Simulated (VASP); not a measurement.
Wanted: the native input for a VASP 6.6.1 run.

- Task: single point
- Functional: LDA
- Potentials or basis: VASP PAW LDA potentials, release 64 (Re_sv_GW)
- Cutoff: 560 eV
- k mesh: 20 × 20 × 12
- Occupations: fermi-dirac, width 0.08 eV
- Spin: no spin polarisation
- Dipole correction: no
- Further INCAR settings: ALGO = Normal; EDIFF = 1e-06; NBANDS = 22

The structure of Re lies in POSCAR:

```
Re
1.0
    2.7166928993      0.0000000000      0.0000000000
   -1.3583464497      2.3527250651      0.0000000000
    0.0000000000      0.0000000000      4.3808395061
Re
2
Direct
    0.3333333333      0.6666666667      0.2500000000
    0.6666666667      0.3333333333      0.7500000000
```

One way to write it, as run:

INCAR

```
PREC = Accurate ; ENCUT = 560
EDIFF = 1E-6 ; ISMEAR = -1
SIGMA = 0.08 ; LREAL = F
LASPH = T ; NELM = 120
ALGO = Normal ; ISIF = 2
LWAVE = F ; LCHARG = F
GGA = CA ; NBANDS = 22
GGA_COMPAT = F
```

KPOINTS

```
regular mesh
0
Gamma
  20 20 12
```

Potentials or basis: VASP PAW LDA potentials, release 64 (Re_sv_GW).

Command:

```console
$ cat potpaw_LDA.64/Re_sv_GW/POTCAR > POTCAR
$ mpirun -np 1 vasp_std > vasp.out
```

Results of the run:

```json
{
 "Pressure": "10.1 GPa",
 "Band gap on the k mesh": "zero (bands 15 and 16 overlap by 3.79 eV)"
}
```

Caveat: the cell stands under pressure; spin-orbit coupling is left out, which moves the levels of the heavy elements.

It took 69 s on 1 thread of Intel(R) Xeon(R) Platinum 8488C (Sapphire Rapids), with other jobs on the host, peak memory 0.28 GiB.
